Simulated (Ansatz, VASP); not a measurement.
## One calculation of Ta2N, two programs

```xyz
3
Lattice="3.1129 0.0000 0.0000 -1.5564 2.6958 0.0000 0.0000 0.0000 4.8698" Properties=species:S:1:pos:R:3 pbc="T T T"
Ta    0.0000    1.7972    1.2404
Ta    1.5564    0.8986    3.6294
N     0.0000    0.0000    0.0000
```

Alike in both runs: functional PBE; k mesh 7 × 7 × 5; occupations fermi-dirac, width 0.05 eV; non-collinear spin, spin-orbit coupling.

|  | VASP | Ansatz |
| --- | --- | --- |
| version | VASP 6.6.1 | Ansatz 0.2.0 |
| potentials or method | VASP PAW PBE potentials, release 64 (Ta_sv_GW, N) | Ansatz PAW |
| plane-wave cutoff (eV) | 600 | 420 |
| valence electrons in the cell | 31 | 31 |
| task | single point | band structure |

Ansatz gave:

```
pressure (GPa)                                                : -1.5
traceless stress, the component that is largest in VASP (GPa) : 0.21
rms of the force components (eV/Å)                            : 0.007
net moment per atom (μB)                                      : 0.00
```

What did VASP give for the same quantities?

Pressure (GPa): -1.2; traceless stress, the component that is largest in VASP (GPa): 0.03; rms of the force components (eV/Å): 0.025; net moment per atom (μB): 0.00.

Atom by atom the forces differ by 0.018 eV/Å (rms over components). With one functional, cell and mesh, what is left measures potentials, basis and numerics.
